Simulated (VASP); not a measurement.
# AlN (F-43m) in VASP: elastic constants with PBEsol

Aim: the elastic constants of AlN with PBEsol.

Everything below comes from runs of VASP 6.6.1. Logs are shortened: lines on timing, memory, paths and dates and some standing lists are left out, and cuts for length are marked.

### Step 1. The cell of the first run

Symmetry: F-43m, No. 216, cubic system. The conventional cell has a = 4.377 Å, b = 4.377 Å, c = 4.377 Å, α = 90.00°, β = 90.00°, γ = 90.00°. Al (site symmetry -43m) has 4 N at 1.90 Å within 2.5 Å. Within 2.5 Å of N (site symmetry -43m) lie 4 Al at 1.90 Å.

### Step 2. Elastic constants, PBEsol

Input file INCAR:

```
  PREC = Accurate
  ENCUT = 600
  EDIFF = 1E-8
  ISMEAR = 0
  SIGMA = 0.01
  LREAL = False
  LASPH = True
  NELM = 100
  ALGO = Normal
  ISIF = 3
  LWAVE = False
  LCHARG = False
  GGA = PS
  IBRION = 6
  NFREE = 2
  POTIM = 0.015
  NSW = 1
```

Input file KPOINTS:

```
regular mesh
0
Gamma
  10 10 10
```

Input file POSCAR:

```
AlN
1.0
    2.1886794804      2.1886794804      0.0000000000
   -2.1886794804      2.1886794804      0.0000000000
    0.0000000000      2.1886794804      2.1886794804
Al N
1 1
Direct
    0.0000000000      0.0000000000      0.0000000000
    0.2500000000      0.7500000000      0.5000000000
```

Potentials or basis: VASP PAW PBE potentials, release 64 (Al, N).

Launch:

```bash
> cat potpaw_PBE.64/Al/POTCAR potpaw_PBE.64/N/POTCAR > POTCAR
> mpirun -np 1 vasp_std > vasp.out
```

OUTCAR:

```text
PREC = Accurate
   ENCUT = 600
   EDIFF = 1E-8
   ISMEAR = 0
   LREAL = False
   LASPH = True
   NELM = 100
   ISIF = 3
   GGA = PS
   IBRION = 6
   NFREE = 2
   POTIM = 0.015
   NSW = 1

 ion  position               nearest neighbor table
   1  0.000  0.000  0.000-   2 1.90   2 1.90   2 1.90   2 1.90
   2  0.250  0.750  0.500-   1 1.90   1 1.90   1 1.90   1 1.90

  LATTYP: Found a face centered cubic cell.
 ALAT       =     4.3773589608

  Lattice vectors:

 A1 = (   0.0000000000,   2.1886794804,   2.1886794804)
 A2 = (   2.1886794804,   0.0000000000,   2.1886794804)
 A3 = (   2.1886794804,   2.1886794804,   0.0000000000)

Analysis of symmetry for initial positions (statically):
=====================================================================
 Subroutine PRICEL returns:
 Original cell was already a primitive cell.

 Routine SETGRP: Setting up the symmetry group for a
 face centered cubic supercell.

 Subroutine GETGRP returns: Found 24 space group operations
 (whereof 24 operations were pure point group operations)
 out of a pool of 48 trial point group operations.

The static configuration has the point symmetry T_d .

Analysis of symmetry for dynamics (positions and initial velocities):
=====================================================================
 Subroutine PRICEL returns:
 Original cell was already a primitive cell.

 Routine SETGRP: Setting up the symmetry group for a
 face centered cubic supercell.

 Subroutine GETGRP returns: Found 24 space group operations
 (whereof 24 operations were pure point group operations)
 out of a pool of 48 trial point group operations.

The dynamic configuration has the point symmetry T_d .

 Subroutine INISYM returns: Found 24 space group operations
 (whereof 24 operations are pure point group operations),
 and found     1 'primitive' translations

[... 600 lines left out ...]
      3       2.4822      2.00000
      4       4.5940      2.00000
      5      11.4976      0.00000
      6      15.8180      0.00000
      7      18.3005      0.00000
      8      19.2169      0.00000

 [... further k-points ...]

------------------------ aborting loop because EDIFF is reached ----------------------------------------

  FORCE on cell =-STRESS in cart. coord.  units (eV):
  Direction    XX          YY          ZZ          XY          YZ          ZX
  --------------------------------------------------------------------------------------
  -------------------------------------------------------------------------------------
  Total       -0.0142404     -0.0086003     -0.0086003      0.0000000      0.1356834     -0.0000000
  in kB       -1.0880661     -0.6571248     -0.6571248      0.0000000     10.3671838     -0.0000000
  external PRESSURE =      -0.8007719 kB  Pullay stress =       0.0000000 kB
[... 17 lines left out ...]
  FREE ENERGIE OF THE ION-ELECTRON SYSTEM (eV)
  ---------------------------------------------------
  free  energy   TOTEN  =       -15.6114122005 eV

  energy  without entropy=      -15.6114122005  energy(sigma->0) =      -15.61141220

 INTERNAL STRAIN TENSORS FROM STRAINED CELLS
 ============================================

 INTERNAL STRAIN TENSOR FOR ION    1 for displacements in x,y,z  (eV/Angst):
          X           Y           Z          XY          YZ          ZX
  --------------------------------------------------------------------------------
  x    -0.00000    -0.00000    -0.00000     0.00000     9.04509    -0.00000
  y     0.00000    -0.00000    -0.00000     0.00000     0.00000     9.04490
  z    -0.00000    -0.00000     0.00000     9.04548    -0.00000     0.00000

 INTERNAL STRAIN TENSORS FROM DISPLACED ATOMS
 ============================================

 INTERNAL STRAIN TENSOR FOR ION    1 for displacements in x,y,z  (eV/Angst):
          X           Y           Z          XY          YZ          ZX
  --------------------------------------------------------------------------------
  x     0.00000     0.00000     0.00000    -0.00000     9.04336     0.00000
  y    -0.00000    -0.00000    -0.00000     0.00000    -0.00000     9.04336
  z     0.00000     0.00000     0.00000     9.04336     0.00000     0.00000

 INTERNAL STRAIN TENSOR FOR ION    2 for displacements in x,y,z  (eV/Angst):
          X           Y           Z          XY          YZ          ZX
  --------------------------------------------------------------------------------
  x     0.00000     0.00000     0.00000     0.00000    -9.04147     0.00000
  y     0.00000     0.00000     0.00000     0.00000     0.00000    -9.04147
  z     0.00000     0.00000     0.00000    -9.04147     0.00000    -0.00000

 Eigenvectors and eigenvalues of the dynamical matrix
 ----------------------------------------------------

   1 f  =   19.542100 THz   122.786634 2PiTHz  651.854280 cm-1    80.819594 meV
             X         Y         Z           dx          dy          dz
      0.000000  0.000000  0.000000     0.000000   -0.000000   -0.584546
     -1.094340  3.283019  1.094340    -0.000000    0.000000    0.811361
[... 21 lines left out ...]
   6 f/i=    0.001161 THz     0.007293 2PiTHz    0.038718 cm-1     0.004800 meV
             X         Y         Z           dx          dy          dz
      0.000000  0.000000  0.000000    -0.573719   -0.573719    0.000000
     -1.094340  3.283019  1.094340    -0.413337   -0.413337    0.000000

--------------------------------------------------------------------------------------------------------

 ELASTIC MODULI CONTR FROM IONIC RELAXATION (kBar)
 Direction    XX          YY          ZZ          XY          YZ          ZX
 --------------------------------------------------------------------------------
 XX          -0.0000     -0.0000     -0.0000     -0.0000     -0.0000      0.0000
 YY          -0.0000     -0.0000     -0.0000     -0.0000     -0.0000      0.0000
 ZZ          -0.0000     -0.0000     -0.0000     -0.0000     -0.0000      0.0000
 XY          -0.0000     -0.0000     -0.0000   -433.7313      0.0000     -0.0000
 YZ          -0.0000     -0.0000     -0.0000      0.0000   -433.7313      0.0000
 ZX           0.0000      0.0000      0.0000     -0.0000      0.0000   -433.7313
 --------------------------------------------------------------------------------

 TOTAL ELASTIC MODULI (kBar)
 Direction    XX          YY          ZZ          XY          YZ          ZX
 --------------------------------------------------------------------------------
 XX        2869.2917   1587.9747   1587.9747     -0.0000     -0.0000      0.0000
 YY        1587.9747   2869.2917   1587.9747     -0.0000     -0.0000      0.0000
 ZZ        1587.9747   1587.9747   2869.2917     -0.0000     -0.0000      0.0000
 XY          -0.0000     -0.0000     -0.0000   1800.2431      0.0000     -0.0000
 YZ          -0.0000     -0.0000     -0.0000      0.0000   1800.2431      0.0000
 ZX           0.0000      0.0000      0.0000     -0.0000      0.0000   1800.2431
 --------------------------------------------------------------------------------
```

OSZICAR:

```text
N       E                     dE             d eps       ncg     rms          rms(c)
DAV:   1     0.151155358728E+02    0.15116E+02   -0.43228E+03   776   0.938E+02
DAV:   2    -0.170220388817E+02   -0.32138E+02   -0.31008E+02  1024   0.164E+02
DAV:   3    -0.178308538173E+02   -0.80881E+00   -0.80881E+00   888   0.326E+01
[... 174 lines left out ...]
DAV:   5    -0.156114123471E+02    0.48064E-05   -0.10141E-05  3864   0.310E-02    0.622E-03
DAV:   6    -0.156114122075E+02    0.13967E-06   -0.20147E-06  3072   0.138E-02    0.411E-03
DAV:   7    -0.156114122125E+02   -0.50399E-08   -0.11190E-07  3200   0.371E-03    0.201E-03
DAV:   8    -0.156114122004E+02    0.12136E-07   -0.44138E-08  2872   0.189E-03    0.713E-04
DAV:   9    -0.156114122005E+02   -0.12488E-09   -0.37019E-09  1552   0.647E-04
  17 F= -.15611412E+02 E0= -.15611412E+02  d E =-.662130E-32
```

stdout:

```text
POSCAR found type information on POSCAR AlN
 POSCAR found :  2 types and       2 ions
 scaLAPACK will be used
 -----------------------------------------------------------------------------
|                                                                             |
|                                                                             |
|     You enforced a specific xc type in the INCAR file but a different       |
|     I HOPE YOU KNOW WHAT YOU ARE DOING!                                     |
[... 32 lines left out ...]
 Finite differences progress:
 bond charge predicted
 Finite differences progress:
 bond charge predicted
 Finite differences progress:
 bond charge predicted
 Finite differences progress:
 bond charge predicted
 Finite differences progress:
 bond charge predicted
 Finite differences progress:
 bond charge predicted
 Finite differences progress:
```

Run time: 11 min. Hardware: 1 thread of Intel Xeon 8259CL, shared host; peak memory 0.27 GiB.

What came out:

* Elastic constants C11, C12, C44: 287, 159, 180 GPa
* Voigt bulk modulus: 202 GPa
* Highest phonon frequency at Γ, LO-TO splitting left out: 652 cm⁻¹

Phonon frequencies in cm⁻¹ (negative: imaginary):
```csv
q point,frequencies
"(0.000, 0.000, 0.000)",0 0 0 652 652 652
```

Elastic tensor in Voigt notation (GPa, in the Cartesian axes of the cell as first typed):
```
287 159 159   0   0   0
159 287 159   0   0   0
159 159 287   0   0   0
  0   0   0 180   0   0
  0   0   0   0 180   0
  0   0   0   0   0 180
```

Clamped-ion elastic tensor (GPa):
```
287 159 159   0   0   0
159 287 159   0   0   0
159 159 287   0   0   0
  0   0   0 223   0   0
  0   0   0   0 223   0
  0   0   0   0   0 223
```

Caveat: the PAW data sets were made with another functional, which shifts forces and pressure a little.
